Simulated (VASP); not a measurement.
Input of a VASP 6.6.1 run:

INCAR

```
  PREC = Accurate
  ENCUT = 520
  EDIFF = 1E-6
  ISMEAR = 0
  SIGMA = 0.1
  LREAL = F
  LASPH = T
  NELM = 100
  ALGO = Normal
  ISIF = 2
  LWAVE = F
  LCHARG = F
  GGA = PE
  NBANDS = 50
```

Contents of KPOINTS:

```
regular mesh
0
Gamma
  4 4 4
```

The input POSCAR:

```
ZrGe4Mo
1.0
    0.0000000000      3.8917104500      3.8917104500
    3.8917104500      0.0000000000      3.8917104500
    3.8917104500      3.8917104500      0.0000000000
Zr Ge Mo
1 4 1
Direct
    0.0000000000      0.0000000000      0.0000000000
    0.3759183500      0.3759183500      0.8722449500
    0.3759183500      0.8722449500      0.3759183500
    0.3759183500      0.3759183500      0.3759183500
    0.8722449500      0.3759183500      0.3759183500
    0.7500000000      0.7500000000      0.7500000000
```

Potentials or basis: VASP PAW PBE potentials, release 64 (Zr_sv, Ge_d, Mo_sv).

Run with:

```bash
$ cat potpaw_PBE.64/Zr_sv/POTCAR potpaw_PBE.64/Ge_d/POTCAR potpaw_PBE.64/Mo_sv/POTCAR > POTCAR
$ mpirun -np 1 vasp_std > vasp.out
```

Q: Estimate the pressure.

A: -7.5 GPa.

Q: Estimate the band gap on the k mesh.

A: Zero (bands 41 and 42 overlap by 0.72 eV).

Q: Estimate the largest force.

A: 0.226 eV/Å.

Forces in eV/Å, atoms in the order of the input:
```
Zr   0.000  0.000  0.000
Ge   0.130  0.130 -0.130
Ge   0.130 -0.130  0.130
Ge  -0.130 -0.130 -0.130
Ge  -0.130  0.130  0.130
Mo   0.000  0.000  0.000
```

Caveat: the cell stands under tension.
